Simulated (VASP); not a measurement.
**Ag: single point with r2SCAN**

Crystal: Ag.

```xyz
2
Lattice="2.9300 0.0000 0.0000 -1.4650 2.5375 0.0000 0.0000 0.0000 5.1732" Properties=species:S:1:pos:R:3 pbc="T T T"
Ag    0.0000    1.6916    1.2933
Ag    1.4650    0.8458    3.8799
```

This cell differs from its parent crystal: strain +0.000 along x and y, +0.080 along z.

* Program: VASP 6.6.1
* Task: single point
* Functional: r2SCAN
* Potentials or basis: VASP PAW PBE potentials, release 64 (Ag)
* Cutoff: 520 eV
* k mesh: 18 × 18 × 10
* Occupations: gaussian, width 0.15 eV
* Spin: no spin polarisation
* Dipole correction: no
* Further INCAR settings: ALGO = Normal; EDIFF = 1e-06; NBANDS = 18

```json
{
 "Pressure": "-7.4 GPa",
 "Band gap on the k mesh": "zero (bands 11 and 12 overlap by 7.91 eV)"
}
```

Stress tensor (GPa, compression positive):
```
 -5.92   0.00   0.00
  0.00  -5.92   0.00
  0.00   0.00 -10.27
```

Levels at points of the mesh, in eV from the Fermi level:
| k point | band 8 | band 9 | band 10 | band 11 | band 12 | band 13 | band 14 | band 15 |
| --- | --- | --- | --- | --- | --- | --- | --- | --- |
| (0.00, 0.00, 0.00) | -4.00 | -4.00 | -3.38 | -3.38 | -0.51 | 2.05 | 15.89 | 16.48 |
| (0.50, 0.00, 0.00) | -3.34 | -3.10 | -3.03 | 0.40 | 1.63 | 6.17 | 6.63 | 8.23 |
| (0.00, 0.00, 0.50) | -4.47 | -3.62 | -3.62 | -3.62 | -3.62 | 9.02 | 9.02 | 16.80 |
| (0.50, 0.00, 0.50) | -3.41 | -3.06 | -3.06 | 1.07 | 1.07 | 4.26 | 4.26 | 12.80 |

Run time: 4.3 min on 1 thread of Intel(R) Xeon(R) Platinum 8488C (Sapphire Rapids), on a shared host, peak memory 0.26 GiB.

Caveat: the cell differs from its parent crystal (strain +0.000 along x and y, +0.080 along z); the cell stands under tension; the PAW data sets were made with another functional, which shifts forces and pressure a little.
